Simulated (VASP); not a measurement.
Here is a VASP 6.6.1 calculation.

Contents of INCAR:

```
PREC = Accurate
ENCUT = 520
EDIFF = 1E-6
ISMEAR = -1
SIGMA = 0.05
LREAL = F
LASPH = T
NELM = 150
ALGO = Normal
ISIF = 2
LWAVE = F
LCHARG = F
ISPIN = 2
MAGMOM = 2 0
LORBIT = 11
LMAXMIX = 4
NBANDS = 18
```

Contents of KPOINTS:

```
regular mesh
0
Gamma
  11 11 11
```

The input POSCAR:

```
CoO
1.0
    1.5349960513      0.8862303835      2.4877807593
   -1.5349960513      0.8862303835      2.4877807593
    0.0000000000     -1.7724607669      2.4877807593
Co O
1 1
Direct
    0.0000000000      0.0000000000      0.0000000000
    0.5000000000      0.5000000000      0.5000000000
```

Potentials or basis: VASP PAW LDA potentials, release 64 (Co, O).

Launch:

```bash
$ cat potpaw_LDA.64/Co/POTCAR potpaw_LDA.64/O/POTCAR > POTCAR
$ mpirun -np 1 vasp_std > vasp.out
```

Problem. Predict the pressure.

Solution. -25.8 GPa.

Problem. What does it give for the site moments?

Solution. Co +2.51; O +0.32 μB.

Caveat: a cell with one magnetic atom can't hold antiferromagnetic order, which such compounds often take.
